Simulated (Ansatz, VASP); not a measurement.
One calculation of W, two programs

INCAR

```
SYSTEM = W
ALGO = Fast ; EDIFF = 1E-7
ENCUT = 520 ; GGA = PS
ISIF = 2 ; ISMEAR = 0
LASPH = .True. ; LCHARG = .False.
LREAL = .False. ; LWAVE = .False.
NBANDS = 13 ; NELM = 80
PREC = Accurate ; SIGMA = 0.15
```

File KPOINTS:

```
k-points
0
Gamma
  20 20 20
  0 0 0
```

POSCAR

```
W
1.0
    0.0000000000      1.9691000000      1.9691000000
    2.0300000000     -0.0609000000      2.0300000000
    2.0300000000      2.0300000000     -0.0609000000
W
1
Direct
    0.0000000000      0.0000000000      0.0000000000
```

Input for Ansatz:

```yaml
crystal:
  lattice:
    - [0.0, 1.9691, 1.9691]
    - [2.03, -0.0609, 2.03]
    - [2.03, 2.03, -0.0609]
  atoms:
    - { symbol: W, position: [0.0, 0.0, 0.0] }
basis:
  ecutwfc: 420
kpoints:
  mp_grid: { grid: [20, 20, 20] }
hamiltonian:
  xc: pbesol
scf:
  occupations: { method: gaussian, width: 0.15 }
output:
  forces: true
  stress: true
  eigenvalues: true
  write_density: true
  write_potential: true
  elf: true
  volumetric_format: npy
```

Change from the starting cell: strain -0.0600 x Voigt [0, 0, 0, 1, 0, 0], atoms carried along.

Alike in both runs: task single point; functional PBEsol; k mesh 20 × 20 × 20; occupations gaussian, width 0.15 eV; no spin polarisation.

|  | VASP | Ansatz |
| --- | --- | --- |
| version | VASP 6.6.1 | Ansatz 0.2.0 |
| potentials or method | VASP PAW PBE potentials, release 64 (W_sv), cutoff 520 eV | scalar-relativistic, plane waves, PAW |
| valence electrons in the cell | 14 | 14 |

Ansatz gave:

- gap on the k mesh at the Fermi level (eV): none
- pressure (GPa): -11.9
- traceless stress, the component that is largest in VASP (GPa): -4.42

Problem. Estimate VASP's values.

Solution. gap on the k mesh at the Fermi level (eV): none; pressure (GPa): -11.4; traceless stress, the component that is largest in VASP (GPa): -4.43.

VASP's potentials were made for PBE, not for PBEsol. A gap of «none» marks a metal or a gap that the smearing closes.

Neither program's run includes spin-orbit coupling.
